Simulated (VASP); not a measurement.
Set up this calculation in VASP 6.6.1, as the native input.

```yaml
Task: single point
Functional: PBE
Potentials_or_basis: VASP PAW PBE potentials, release 64 (Te, Pb_d)
Cutoff: 520 eV
k_mesh: 6 × 6 × 4
Occupations: gaussian, width 0.02 eV
Spin: no spin polarisation
Dipole_correction: no
Further_INCAR_settings: ALGO = Normal; EDIFF = 1e-06; NBANDS = 28
```

The structure of TePb lies in POSCAR:

```
TePb
1.0
    3.1862607640      3.1862607640      0.0000000000
   -3.3401565448      3.3401565448      0.0000000000
    0.0000000000      0.0000000000      6.5831407213
Te Pb
2 2
Direct
    0.0000000000      0.0000000000      0.0000000000
    0.5000000000      0.5000000000      0.5000000000
    0.5000000000      0.5000000000      0.0000000000
    0.0000000000      0.0000000000      0.5000000000
```

This cell differs from its parent crystal: uniaxial strain along a: -3.0 %, then relaxed in part.

The input as run:

INCAR

```
PREC     = Accurate       # precision mode
ENCUT    = 520            # plane-wave cutoff, eV
EDIFF    = 1E-6           # SCF threshold, eV
ISMEAR   = 0              # smearing method
SIGMA    = 0.02           # smearing width, eV
LREAL    = F              # projectors in reciprocal space
LASPH    = T              # aspherical terms in the spheres
NELM     = 100            # most SCF steps
ALGO     = Normal         # electronic algorithm
ISIF     = 2              # what is computed and relaxed
LWAVE    = F              # write WAVECAR
LCHARG   = T              # write CHGCAR
GGA      = PE             # functional
LELF     = T              # ELF
LVHAR    = T            
NBANDS   = 28             # bands
```

KPOINTS

```
Automatic mesh
0
Gamma
  6 6 4
```

Potentials or basis: VASP PAW PBE potentials, release 64 (Te, Pb_d).

Command:

```console
$ cat potpaw_PBE.64/Te/POTCAR potpaw_PBE.64/Pb_d/POTCAR > POTCAR
$ mpirun -np 1 vasp_std > vasp.out
```

Results of the run:

```yaml
Pressure: 0.4 GPa
Band_gap_on_the_k_mesh: 0.57 eV
```

Caveat: the cell differs from its parent crystal (uniaxial strain along a: -3.0 %, then relaxed in part); spin-orbit coupling is left out, which moves the levels of the heavy elements.

It took 97 s on 1 thread of AMD EPYC 9R45 (Zen 5) (shared host), peak memory 0.31 GiB.
